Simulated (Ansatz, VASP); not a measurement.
## ZnS: VASP beside Ansatz

File INCAR:

```
ALGO = Normal ; EDIFF = 1E-6
ENCUT = 520 ; GGA = PE
ISIF = 2 ; ISMEAR = 0
LASPH = True ; LCHARG = True
LELF = True ; LREAL = False
LVHAR = True ; LWAVE = False
NBANDS = 16 ; NELM = 100
PREC = Accurate ; SIGMA = 0.05
```

Contents of KPOINTS:

```
k-points
0
Gamma
  8 8 8
```

Contents of POSCAR:

```
ZnS
1.0
    0.0000000000      2.7215639840      2.5174466852
    2.7215639840      0.0000000000      2.5174466852
    2.7215639840      2.7215639840      0.0000000000
Zn S
1 1
Direct
    0.0000000000      0.0000000000      0.0000000000
    0.7500000000      0.7500000000      0.7500000000
```

Input for Ansatz:

```yaml
crystal:
  lattice:
    - [0.0, 2.721563984, 2.5174466852]
    - [2.721563984, 0.0, 2.5174466852]
    - [2.721563984, 2.721563984, 0.0]
  atoms:
    - { symbol: Zn, position: [0.0, 0.0, 0.0] }
    - { symbol: S, position: [0.75, 0.75, 0.75] }
basis:
  ecutwfc: 420
kpoints:
  mp_grid: { grid: [8, 8, 8] }
hamiltonian:
  xc: pbe
scf:
  occupations: { method: gaussian, width: 0.05 }
output:
  forces: true
  stress: true
  eigenvalues: true
```

Change from the starting cell: strain -0.0750 x Voigt [0, 0, 1, 0, 0, 0], atoms carried along.

Alike in both runs: task single point; functional PBE; k mesh 8 × 8 × 8; occupations gaussian, width 0.05 eV; no spin polarisation.

|  | VASP | Ansatz |
| --- | --- | --- |
| version | VASP 6.6.1 | Ansatz 0.2.0 |
| potentials or method | VASP PAW PBE potentials, release 64 (Zn, S), cutoff 520 eV | scalar-relativistic, plane waves, PAW |
| valence electrons in the cell | 18 | 18 |

```csv
,VASP,Ansatz,Ansatz less VASP
gap on the k mesh at the Fermi level (eV),2.19,2.18,-0.010
least direct gap on the mesh (eV),2.19,2.18,-0.010
pressure (GPa),6.4,6.3,-0.13
"traceless stress, the component that is largest in VASP (GPa)",1.63,1.65,+0.018
```
